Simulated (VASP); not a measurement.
Wanted: the native input for a VASP 6.6.1 run.

```
Task                   : single point
Functional             : PBE
Potentials or basis    : VASP PAW PBE potentials, release 64 (Be, S)
Cutoff                 : 600 eV
k mesh                 : 8 × 8 × 8
Occupations            : gaussian, width 0.01 eV
Spin                   : no spin polarisation
Dipole correction      : no
Further INCAR settings : ALGO = Normal; EDIFF = 1e-06; NBANDS = 11
```

The structure of BeS lies in POSCAR:

```
BeS
1.0
    0.0000000000      2.4381082226      2.4381082226
    2.4381082226      0.0000000000      2.4381082226
    2.4381082226      2.4381082226      0.0000000000
Be S
1 1
Direct
    0.7500000000      0.7500000000      0.7500000000
    0.0000000000      0.0000000000      0.0000000000
```

The input as run:

INCAR

```
  PREC = Accurate
  ENCUT = 600
  EDIFF = 1E-6
  ISMEAR = 0
  SIGMA = 0.01
  LREAL = False
  LASPH = True
  NELM = 120
  ALGO = Normal
  ISIF = 2
  LWAVE = False
  LCHARG = False
  GGA = PE
  NBANDS = 11
  GGA_COMPAT = False
```

KPOINTS

```
regular mesh
0
Gamma
  8 8 8
```

Potentials or basis: VASP PAW PBE potentials, release 64 (Be, S).

Command:

```console
$ cat potpaw_PBE.64/Be/POTCAR potpaw_PBE.64/S/POTCAR > POTCAR
$ mpirun -np 1 vasp_std > vasp.out
```

It gave:

```
Pressure               : 0.0 GPa
Band gap on the k mesh : 3.15 eV, indirect (least direct gap 5.68 eV)
```

Run time: 9.7 s on 1 thread of Intel(R) Xeon(R) Platinum 8259CL CPU @ 2.50GHz (Skylake/Cascade Lake), with other jobs on the host, peak memory 0.15 GiB.
